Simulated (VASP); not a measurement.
# BiSb (R3m) in VASP: notebook, part 2 of 2

VASP 6.6.1. Earlier steps stand in the parts before.

### Step 3. Single point, LDA

File INCAR:

```
SYSTEM = BiSb
ALGO     = Normal         ! electronic algorithm
EDIFF    = 1E-6           ! SCF threshold, eV
ENCUT    = 500            ! plane-wave cutoff, eV
GGA_COMPAT= .FALSE.      
ISIF     = 2              ! what is computed and relaxed
ISMEAR   = 0              ! smearing method
LASPH    = .TRUE.         ! aspherical terms in the spheres
LCHARG   = .FALSE.        ! write CHGCAR
LREAL    = .FALSE.        ! projectors in reciprocal space
LWAVE    = .FALSE.        ! write WAVECAR
NBANDS   = 17             ! bands
NELM     = 120            ! most SCF steps
PREC     = Accurate       ! precision mode
SIGMA    = 0.05           ! smearing width, eV
```

File KPOINTS:

```
k-points
0
G
  5 5 5
  0 0 0
```

File POSCAR:

```
BiSb
1.0
    2.2413386344      1.2940374669      3.9219693134
   -2.2413386344      1.2940374669      3.9219693134
    0.0000000000     -2.5880749237      3.9219693134
Sb Bi
1 1
Direct
    0.7680311600      0.7680311600      0.7680311600
    0.2319674900      0.2319674900      0.2319674900
```

Potentials or basis: VASP PAW LDA potentials, release 64 (Sb, Bi_d).

Run with:

```sh
$ cat potpaw_LDA.64/Sb/POTCAR potpaw_LDA.64/Bi_d/POTCAR > POTCAR
$ mpirun -np 1 vasp_std > vasp.out
```

OUTCAR:

```text
SYSTEM = BiSb
   EDIFF = 1E-6
   ENCUT = 500
   ISIF = 2
   ISMEAR = 0
   LASPH = .TRUE.
   LREAL = .FALSE.
   NELM = 120
   PREC = Accurate

 ion  position               nearest neighbor table
   1  0.768  0.768  0.768-   2 3.01   2 3.01   2 3.01   2 3.52   2 3.52   2 3.52
   2  0.232  0.232  0.232-   1 3.01   1 3.01   1 3.01   1 3.52   1 3.52   1 3.52

  LATTYP: Found a trigonal (rhomboedric) cell.
 ALAT       =     4.6989334040
 COS(alpha) =     0.5449633576

  Lattice vectors:

 A1 = (   2.2413386344,   1.2940374669,   3.9219693134)
 A2 = (  -2.2413386344,   1.2940374669,   3.9219693134)
 A3 = (   0.0000000000,  -2.5880749237,   3.9219693134)

Analysis of symmetry for initial positions (statically):
=====================================================================
 Subroutine PRICEL returns:
 Original cell was already a primitive cell.

 Routine SETGRP: Setting up the symmetry group for a
 trigonal (rhombohedral) supercell.

 Subroutine GETGRP returns: Found  6 space group operations
 (whereof  6 operations were pure point group operations)
 out of a pool of 12 trial point group operations.

The static configuration has the point symmetry C_3v.

Analysis of symmetry for dynamics (positions and initial velocities):
=====================================================================
 Subroutine PRICEL returns:
 Original cell was already a primitive cell.

 Routine SETGRP: Setting up the symmetry group for a
 trigonal (rhombohedral) supercell.

 Subroutine GETGRP returns: Found  6 space group operations
 (whereof  6 operations were pure point group operations)
 out of a pool of 12 trial point group operations.

The dynamic configuration has the point symmetry C_3v.

 Subroutine INISYM returns: Found  6 space group operations
 (whereof  6 operations are pure point group operations),
 and found     1 'primitive' translations

[... 106 lines left out ...]
   IMIX   =      4    mixing-type and parameters
     AMIX     =   0.40;   BMIX     =  1.00
     AMIX_MAG =   1.60;   BMIX_MAG =  1.00
  volume/ion in A,a.u.               =      34.13       230.29
  Fermi-wavevector in a.u.,A,eV,Ry     =   1.087381  2.054851 16.087481  1.182397
  Thomas-Fermi vector in A             =   2.223539
   LORBIT       =      0    0 simple, 1 ext, 2 COOP (PROOUT), +10 PAW based schemes
   GGA     = CA    functional components
   LHFCALC =     F    Hartree Fock is set to
   AEXX    =    0.0000 exact exchange contribution
   IVDW    =     0    specifies the selected vdW correction
   LEPSILON=     F    determine dielectric tensor
   LRPA    =     F    only Hartree local field effects (RPA)
 non-spin polarized calculation
 Gauss-broadening in eV      SIGMA  =   0.05
  energy-cutoff  :      500.00
  volume of cell :       68.25
 maximum number of plane-waves:      1746
 NGX is ok and might be reduce to    36
   NGX = 17   NGY = 17   NGZ = 17

 number of electron      19.9999998 magnetization

 Free energy of the ion-electron system (eV)
  ---------------------------------------------------
  ext. energy  EPLUGINS =         0.00000000
  ---------------------------------------------------
  free energy    TOTEN  =        -9.38452890 eV

  energy without entropy =       -9.38452890  energy(sigma->0) =       -9.38452890

 E-fermi :   6.0702     XC(G=0):  -9.5744

 val. band max:        5.8705598886   @ k =   0.4000   0.2000   0.2000
 cond. band min:       6.2702033357   @ k =   0.4000   0.0000   0.0000
 fundamental gap:      0.3996434472
 Fermi energy:         6.0702079212

 k-point     1 :       0.0000    0.0000    0.0000
  band No.  band energies     occupation
      1     -16.8120      2.00000
      2     -16.8120      2.00000
      3     -16.7974      2.00000
      4     -16.7954      2.00000
      5     -16.7954      2.00000
      6      -6.6782      2.00000
[... 357 lines left out ...]
      4     -16.7915      2.00000
      5     -16.7899      2.00000
      6      -5.3639      2.00000
[... 9 lines left out ...]
     16      13.6579      0.00000
     17      15.7803      0.00000

------------------------ aborting loop because EDIFF is reached ----------------------------------------

  FORCE on cell =-STRESS in cart. coord.  units (eV):
  Direction    XX          YY          ZZ          XY          YZ          ZX
  --------------------------------------------------------------------------------------
  -------------------------------------------------------------------------------------
  Total       -1.2226172     -1.2226172     -1.3305373     -0.0000000     -0.0000000      0.0000000
  in kB      -28.7006221    -28.7006220    -31.2340184     -0.0000000     -0.0000000      0.0000000
  external PRESSURE =     -29.5450875 kB  Pullay stress =       0.0000000 kB

 VOLUME and BASIS-vectors are now :
 -----------------------------------------------------------------------------
  energy-cutoff  :      500.00
  volume of cell :       68.25
      direct lattice vectors                 reciprocal lattice vectors
     2.241338634  1.294037467  3.921969313     0.223080971  0.128795859  0.084991316
    -2.241338634  1.294037467  3.921969313    -0.223080971  0.128795859  0.084991316
     0.000000000 -2.588074924  3.921969313     0.000000000 -0.257591718  0.084991316

 POSITION                                       TOTAL-FORCE (eV/Angst)
 -----------------------------------------------------------------------------------
      0.00000      0.00000      9.03658         0.000000      0.000000      0.070501
      0.00000      0.00000      2.72931         0.000000     -0.000000     -0.070501
 -----------------------------------------------------------------------------------
    total drift:                               -0.000000     -0.000000     -0.000619

  FREE ENERGIE OF THE ION-ELECTRON SYSTEM (eV)
  ---------------------------------------------------
  free  energy   TOTEN  =        -9.3845289015 eV

  energy  without entropy=       -9.3845289012  energy(sigma->0) =       -9.38452890
```

OSZICAR:

```text
N       E                     dE             d eps       ncg     rms          rms(c)
DAV:   1     0.152065255587E+03    0.15207E+03   -0.96548E+03   646   0.113E+03
DAV:   2     0.160988688087E+01   -0.15046E+03   -0.14687E+03   752   0.295E+02
DAV:   3    -0.912393680897E+01   -0.10734E+02   -0.10696E+02   754   0.885E+01
DAV:   4    -0.941629564769E+01   -0.29236E+00   -0.29223E+00   809   0.165E+01
DAV:   5    -0.942832395729E+01   -0.12028E-01   -0.12028E-01   918   0.294E+00    0.214E+00
DAV:   6    -0.939119988337E+01    0.37124E-01   -0.94493E-02   830   0.204E+00    0.119E+00
DAV:   7    -0.938559081665E+01    0.56091E-02   -0.15870E-02   741   0.731E-01    0.540E-01
DAV:   8    -0.938454036442E+01    0.10505E-02   -0.23282E-03   859   0.284E-01    0.380E-02
DAV:   9    -0.938452656121E+01    0.13803E-04   -0.21862E-04   733   0.756E-02    0.168E-02
DAV:  10    -0.938452875072E+01   -0.21895E-05   -0.17876E-05   807   0.410E-02    0.319E-03
DAV:  11    -0.938452890153E+01   -0.15081E-06   -0.16903E-06   555   0.807E-03
   1 F= -.93845289E+01 E0= -.93845289E+01  d E =-.313689E-09
```

stdout:

```text
POSCAR found type information on POSCAR SbBi
 POSCAR found :  2 types and       2 ions
 scaLAPACK will be used
 LDA part: xc-table for (Slater(with rela. corr.)+CA(PZ))
 , standard interpolation
 POSCAR, INCAR and KPOINTS ok, starting setup
 FFT: planning ... GRIDC
 FFT: planning ... GRID_SOFT
 FFT: planning ... GRID
 WAVECAR not read
 entering main loop
```

It took 16 s on 1 thread of AMD EPYC 7R13 (Zen 3), shared host; peak memory 0.15 GiB.

What came out:

| Quantity | Value |
| --- | --- |
| Free energy | -9.3845 eV |
| Pressure | -3.0 GPa |
| Largest force | 0.071 eV/Å |
| Band gap on the k mesh | 0.40 eV (least direct gap 0.64 eV) |

Forces in eV/Å, atoms in the order of the input:
```
Sb   0.000  0.000  0.071
Bi   0.000  0.000 -0.071
```

Stress tensor (GPa, compression positive):
```
-2.87  0.00  0.00
 0.00 -2.87  0.00
 0.00  0.00 -3.12
```

Caveat: spin-orbit coupling is left out, which moves the levels of the heavy elements; an odd mesh through Γ misses points on the zone boundary, where band edges can lie.
